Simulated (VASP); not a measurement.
**RuW3: single point with PBE**

Crystal: RuW3.

```
Ru W
1.0
     3.97428    0.00000    0.00000
     0.00000    3.97428    0.00000
     0.00000    0.00000    3.97428
Ru W
1 3
Direct
  0.00000 0.00000 0.00000
  0.00000 0.50000 0.50000
  0.50000 0.00000 0.50000
  0.50000 0.50000 0.00000
```

```json
{"Program": "VASP 6.6.1", "Task": "single point", "Functional": "PBE", "Potentials or basis": "VASP PAW PBE potentials, release 64 (Ru_pv, W_sv)", "Cutoff": "520 eV", "k mesh": "12 × 12 × 12", "Occupations": "gaussian, width 0.1 eV", "Spin": "no spin polarisation"}
```

| Property | Result |
| --- | --- |
| Pressure | 0.5 GPa |
| Band gap on the k mesh | zero (band 28 reaches 14.19 eV, above the bottom of band 29 at 10.39 eV) |

Levels at points of the mesh, in eV from the Fermi level:
```
           k point  band 25  band 26  band 27  band 28  band 29  band 30  band 31  band 32
(0.00, 0.00, 0.00)    -1.15     1.36     1.36     3.24     3.24     3.24     4.00     4.00
(0.50, 0.00, 0.00)    -2.12    -1.12    -0.07     0.57     0.57     0.78     1.46     1.67
(0.50, 0.50, 0.00)    -2.15    -1.91    -1.91    -1.07     0.90     0.90     0.91     1.07
(0.50, 0.50, 0.50)    -0.84    -0.84    -0.84     0.75     0.75     0.75     0.81     3.54
```

It took 2 min on 1 thread of Intel(R) Xeon(R) 6975P-C (Granite Rapids), on a shared host, peak memory 0.27 GiB.

Caveat: spin-orbit coupling is left out, which moves the levels of the heavy elements.
